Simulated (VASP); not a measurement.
# NaH (P4/mmm) in VASP: notebook

NaH is run at these levels: LDA; tasks: single point.

Program: VASP 6.6.1. These are calculated values, not measurements. Logs are shortened: lines on timing, memory, paths and dates and some standing lists are left out, and cuts for length are marked.

## 1. The cell of the first run

The structure is tetragonal, space group P4/mmm (No. 123). The conventional cell has a = 2.866 Å, b = 2.866 Å, c = 3.141 Å, α = 90.00°, β = 90.00°, γ = 90.00°. Within 3.4 Å of Na (site symmetry 4/mmm) lie 8 H at 2.56 Å and 6 Na at 2.87 to 3.14 Å. Within 3.4 Å of H (site symmetry 4/mmm) lie 8 Na at 2.56 Å and 6 H at 2.87 to 3.14 Å.

## 2. Single point, LDA

INCAR

```
SYSTEM = NaH
PREC = Accurate
ENCUT = 520
EDIFF = 1E-6
ISMEAR = 0
SIGMA = 0.02
LREAL = .False.
LASPH = .True.
NELM = 80
ALGO = Normal
ISIF = 2
LWAVE = .False.
LCHARG = .False.
NBANDS = 11
```

KPOINTS

```
Automatic mesh
0
Gamma
  6 6 6
  0 0 0
```

POSCAR

```
NaH
1.0
    2.8664702800      0.0000000000      0.0000000000
    0.0000000000      2.8664702800      0.0000000000
    0.0000000000      0.0000000000      3.1407418429
Na H
1 1
Direct
    0.0000000000      0.0000000000      0.0000000000
    0.5000000000      0.5000000000      0.5000000000
```

Potentials or basis: VASP PAW LDA potentials, release 64 (Na_pv, H).

On the command line:

```
> cat potpaw_LDA.64/Na_pv/POTCAR potpaw_LDA.64/H/POTCAR > POTCAR
> mpirun -np 1 vasp_std > vasp.out
```

OUTCAR:

```text
SYSTEM = NaH
   PREC = Accurate
   ENCUT = 520
   EDIFF = 1E-6
   ISMEAR = 0
   LREAL = .False.
   LASPH = .True.
   NELM = 80
   ISIF = 2

 ion  position               nearest neighbor table
   1  0.000  0.000  0.000-
   2  0.500  0.500  0.500-

  LATTYP: Found a simple tetragonal cell.
 ALAT       =     2.8664702800
 C/A-ratio  =     1.0956826815

  Lattice vectors:

 A1 = (   2.8664702800,   0.0000000000,   0.0000000000)
 A2 = (   0.0000000000,   2.8664702800,   0.0000000000)
 A3 = (   0.0000000000,   0.0000000000,   3.1407418429)

Analysis of symmetry for initial positions (statically):
=====================================================================
 Subroutine PRICEL returns:
 Original cell was already a primitive cell.

 Routine SETGRP: Setting up the symmetry group for a
 simple tetragonal supercell.

 Subroutine GETGRP returns: Found 16 space group operations
 (whereof 16 operations were pure point group operations)
 out of a pool of 16 trial point group operations.

The static configuration has the point symmetry D_4h.

Analysis of symmetry for dynamics (positions and initial velocities):
=====================================================================
 Subroutine PRICEL returns:
 Original cell was already a primitive cell.

 Routine SETGRP: Setting up the symmetry group for a
 simple tetragonal supercell.

 Subroutine GETGRP returns: Found 16 space group operations
 (whereof 16 operations were pure point group operations)
 out of a pool of 16 trial point group operations.

The dynamic configuration has the point symmetry D_4h.

 Subroutine INISYM returns: Found 16 space group operations
 (whereof 16 operations are pure point group operations),
 and found     1 'primitive' translations

----------------------------------------------------------------------------------------

                                     Primitive cell

  volume of cell :      25.8064

  direct lattice vectors                    reciprocal lattice vectors
     2.866470280  0.000000000  0.000000000     0.348861109  0.000000000  0.000000000
     0.000000000  2.866470280  0.000000000     0.000000000  0.348861109  0.000000000
     0.000000000  0.000000000  3.140741843     0.000000000  0.000000000  0.318396115

  length of vectors
     2.866470280  2.866470280  3.140741843     0.348861109  0.348861109  0.318396115

  position of ions in fractional coordinates (direct lattice)
     0.000000000  0.000000000  0.000000000
     0.500000000  0.500000000  0.500000000

  ion indices of the primitive-cell ions
   primitive index   ion index
                 1           1
                 2           2

----------------------------------------------------------------------------------------

 KPOINTS: Automatic mesh

Automatic generation of k-mesh.
 Grid dimensions read from file:
 generate k-points for:    6    6    6

 Generating k-lattice:

  Cartesian coordinates                     Fractional coordinates (reciprocal lattice)
     0.058143518  0.000000000  0.000000000     0.166666667  0.000000000  0.000000000
     0.000000000  0.058143518  0.000000000     0.000000000  0.166666667  0.000000000
     0.000000000  0.000000000  0.053066019     0.000000000  0.000000000  0.166666667

  Length of vectors
     0.058143518  0.058143518  0.053066019

  Shift w.r.t. Gamma in fractional coordinates (k-lattice)
     0.000000000  0.000000000  0.000000000

 Subroutine IBZKPT returns following result:
 ===========================================

 Found     40 irreducible k-points:

 Following reciprocal coordinates:
            Coordinates               Weight
  0.000000  0.000000  0.000000      1.000000
  0.166667  0.000000  0.000000      4.000000
  0.333333  0.000000  0.000000      4.000000
  0.500000  0.000000  0.000000      2.000000
  0.166667  0.166667  0.000000      4.000000
  0.333333  0.166667  0.000000      8.000000
[... 16 lines left out ...]
  0.333333  0.000000  0.333333      8.000000
  0.500000  0.000000  0.333333      4.000000
 [... further k-points ...]
   k-points           NKPTS =     40   k-points in BZ     NKDIM =     40   number of bands    NBANDS=     11
   number of dos      NEDOS =    301   number of ions     NIONS =      2
   total plane-waves  NPLWV =  13824
   dimension x,y,z NGX =    24 NGY =   24 NGZ =   24
   dimension x,y,z NGXF=    48 NGYF=   48 NGZF=   48
   ions per type =               1   1
   NGX,Y,Z   is equivalent  to a cutoff of  13.92, 13.92, 12.70 a.u.
   NGXF,Y,Z  is equivalent  to a cutoff of  27.84, 27.84, 25.41 a.u.
 SYSTEM =  NaH
   PREC   = accura    normal or accurate (medium, high low for compatibility)
   ISTART =      0    job   : 0-new  1-cont  2-samecut
   ICHARG =      2    charge: 1-file 2-atom 10-const
   ISPIN  =      1    spin polarized calculation?
   LNONCOLLINEAR =      F non collinear calculations
   LSORBIT =      F    spin-orbit coupling
   LASPH  =      T    aspherical Exc in radial PAW
   ENCUT  =  520.0 eV  38.22 Ry    6.18 a.u.   5.33  5.33  5.84*2*pi/ulx,y,z
   NELM   =     80;   NELMIN=  2; NELMDL= -5     # of ELM steps
   EDIFF  = 0.1E-05   stopping-criterion for ELM
   LREAL  =      F    real-space projection
   EDIFFG = 0.1E-04   stopping-criterion for IOM
   NSW    =      0    number of steps for IOM
   IBRION =     -1    ionic relax: 0-MD 1-quasi-New 2-CG
   NFREE  =      0    steps in history (QN), initial steepest desc. (CG)
   ISIF   =      2    stress and relaxation
   ISYM   =      2    0-nonsym 1-usesym 2-fastsym
   POTIM  = 0.5000    time-step for ionic-motion
   TEBEG  =    0.0;   TEEND  =   0.0 temperature during run
   PSTRESS=    0.0 pullay stress
   NELECT =       8.0000    total number of electrons
   NUPDOWN=      -1.0000    fix difference up-down
   EMIN   =  10.00;   EMAX   =-10.00  energy-range for DOS
   EFERMI =   0.00;   METHOD = LEGACY
   ISMEAR =     0;   SIGMA  =   0.02  broadening in eV -4-tet -1-fermi 0-gaus
   EFERMI_NEDOS =   21; number of points for ismear=-14 and -15
   IALGO  =     38    algorithm
   IMIX   =      4    mixing-type and parameters
     AMIX     =   0.40;   BMIX     =  1.00
     AMIX_MAG =   1.60;   BMIX_MAG =  1.00
  volume/ion in A,a.u.               =      12.90        87.08
  Fermi-wavevector in a.u.,A,eV,Ry     =   1.107973  2.093765 16.702564  1.227604
  Thomas-Fermi vector in A             =   2.244494
   LORBIT       =      0    0 simple, 1 ext, 2 COOP (PROOUT), +10 PAW based schemes
   GGA     = CA    functional components
   LHFCALC =     F    Hartree Fock is set to
   AEXX    =    0.0000 exact exchange contribution
   IVDW    =     0    specifies the selected vdW correction
   LEPSILON=     F    determine dielectric tensor
   LRPA    =     F    only Hartree local field effects (RPA)
 non-spin polarized calculation
 Gauss-broadening in eV      SIGMA  =   0.02
  energy-cutoff  :      520.00
  volume of cell :       25.81
 maximum number of plane-waves:       712
 NGX is ok and might be reduce to    24
   NGX = 11   NGY = 11   NGZ = 11

 number of electron       8.0000003 magnetization

 Free energy of the ion-electron system (eV)
  ---------------------------------------------------
  ext. energy  EPLUGINS =         0.00000000
  ---------------------------------------------------
  free energy    TOTEN  =        -5.04125481 eV

  energy without entropy =       -5.04120484  energy(sigma->0) =       -5.04122983

 E-fermi :   1.3201     XC(G=0):  -8.6222

 val. band max:        1.3029190406   @ k =   0.0000   0.0000   0.5000
 cond. band min:       1.3372755712   @ k =   0.5000   0.5000   0.5000
 fundamental gap:      0.0343565306
 Fermi energy:         1.3200973061

 k-point     1 :       0.0000    0.0000    0.0000
  band No.  band energies     occupation
      1     -23.4424      2.00000
      2     -23.4298      2.00000
      3     -23.4298      2.00000
      4      -4.8859      2.00000
      5       9.0675      0.00000
      6      11.4332      0.00000
      7      11.7531      0.00000
      8      12.5396      0.00000
      9      14.4176      0.00000
     10      14.4176      0.00000
     11      25.6772      0.00000

 k-point     2 :       0.1667    0.0000    0.0000
  band No.  band energies     occupation
      1     -23.4892      2.00000
      2     -23.4364      2.00000
      3     -23.4247      2.00000
      4      -4.4176      2.00000
      5       7.8219      0.00000
      6       9.9333      0.00000
      7      11.7928      0.00000
      8      12.5497      0.00000
      9      14.7632      0.00000
     10      18.9651      0.00000
     11      22.2932      0.00000

 k-point     3 :       0.3333    0.0000    0.0000
  band No.  band energies     occupation
      1     -23.6063      2.00000
      2     -23.4245      2.00000
      3     -23.4143      2.00000
      4      -3.1482      2.00000
      5       4.1130      0.00000
      6      10.7437      0.00000
      7      12.8087      0.00000
      8      13.6662      0.00000
      9      15.7200      0.00000
     10      18.7222      0.00000
     11      19.7623      0.00000

 k-point     4 :       0.5000    0.0000    0.0000
  band No.  band energies     occupation
      1     -23.6640      2.00000
      2     -23.4185      2.00000
      3     -23.4092      2.00000
      4      -2.0694      2.00000
      5       2.1703      0.00000
      6      11.3556      0.00000
      7      13.7474      0.00000
      8      14.7282      0.00000
      9      16.5511      0.00000
     10      16.9135      0.00000
     11      17.6121      0.00000

 k-point     5 :       0.1667    0.1667    0.0000
  band No.  band energies     occupation
      1     -23.4873      2.00000
      2     -23.4783      2.00000
      3     -23.4306      2.00000
      4      -3.9640      2.00000
      5       7.7489      0.00000
      6       9.0111      0.00000
      7      10.5825      0.00000
      8      12.1671      0.00000
      9      18.4556      0.00000
     10      19.5592      0.00000
     11      20.9297      0.00000
[... 211 lines left out ...]
 k-point    21 :       0.0000    0.0000    0.3333
  band No.  band energies     occupation
      1     -23.5283      2.00000
      2     -23.4236      2.00000
      3     -23.4236      2.00000
      4      -3.4769      2.00000
      5       2.8754      0.00000
      6      12.1451      0.00000
      7      14.0115      0.00000
      8      15.4899      0.00000
      9      15.4899      0.00000
     10      19.9796      0.00000
     11      20.4668      0.00000

 k-point    22 :       0.1667    0.0000    0.3333
  band No.  band energies     occupation
      1     -23.5198      2.00000
      2     -23.4804      2.00000
      3     -23.4186      2.00000
      4      -3.0671      2.00000
      5       3.3399      0.00000
      6       9.3386      0.00000
      7      13.0437      0.00000
      8      15.9062      0.00000
      9      16.2609      0.00000
     10      19.1784      0.00000
     11      20.6688      0.00000

 k-point    23 :       0.3333    0.0000    0.3333
  band No.  band energies     occupation
      1     -23.5934      2.00000
      2     -23.5021      2.00000
      3     -23.4086      2.00000
      4      -1.9809      2.00000
      5       4.4992      0.00000
      6       5.8579      0.00000
      7      10.9969      0.00000
      8      15.5929      0.00000
      9      17.0759      0.00000
     10      20.6475      0.00000
     11      20.9786      0.00000

 k-point    24 :       0.5000    0.0000    0.3333
  band No.  band energies     occupation
      1     -23.6490      2.00000
      2     -23.4934      2.00000
      3     -23.4036      2.00000
      4      -1.1307      2.00000
      5       3.8157      0.00000
      6       6.0087      0.00000
      7       9.1814      0.00000
      8      15.9890      0.00000
      9      18.2028      0.00000
     10      20.3824      0.00000
     11      21.0168      0.00000

 [... further k-points ...]
[... 5 lines left out ...]
  --------------------------------------------------------------------------------------
  -------------------------------------------------------------------------------------
  Total        0.1997648      0.1997648     -1.3611560      0.0000000      0.0000000      0.0000000
  in kB       12.4023059     12.4023059    -84.5067403      0.0000000      0.0000000      0.0000000
  external PRESSURE =     -19.9007095 kB  Pullay stress =       0.0000000 kB

 VOLUME and BASIS-vectors are now :
 -----------------------------------------------------------------------------
  energy-cutoff  :      520.00
  volume of cell :       25.81
      direct lattice vectors                 reciprocal lattice vectors
     2.866470280  0.000000000  0.000000000     0.348861109  0.000000000  0.000000000
     0.000000000  2.866470280  0.000000000     0.000000000  0.348861109  0.000000000
     0.000000000  0.000000000  3.140741843     0.000000000  0.000000000  0.318396115

 POSITION                                       TOTAL-FORCE (eV/Angst)
 -----------------------------------------------------------------------------------
      0.00000      0.00000      0.00000         0.000000      0.000000      0.000000
      1.43324      1.43324      1.57037         0.000000      0.000000      0.000000
 -----------------------------------------------------------------------------------
    total drift:                                0.000000      0.000000      0.000000

  FREE ENERGIE OF THE ION-ELECTRON SYSTEM (eV)
  ---------------------------------------------------
  free  energy   TOTEN  =        -5.0412548067 eV

  energy  without entropy=       -5.0412048449  energy(sigma->0) =       -5.04122983
```

Run time: 4.8 s. Hardware: 1 thread of Intel Xeon Platinum 8259CL at 2.50GHz (Skylake/Cascade Lake), shared host; peak memory 0.12 GiB.

What came out:

* Free energy: -5.0413 eV
* Pressure: -2.0 GPa
* Band gap on the k mesh: zero (band 4 reaches 1.34 eV, above the bottom of band 5 at 1.30 eV)

Stress tensor (GPa, compression positive):
```
 1.24  0.00  0.00
 0.00  1.24  0.00
 0.00  0.00 -8.45
```

Caveat: the k points lie up to 0.37 Å⁻¹ apart.

[end of part 1 of 2]
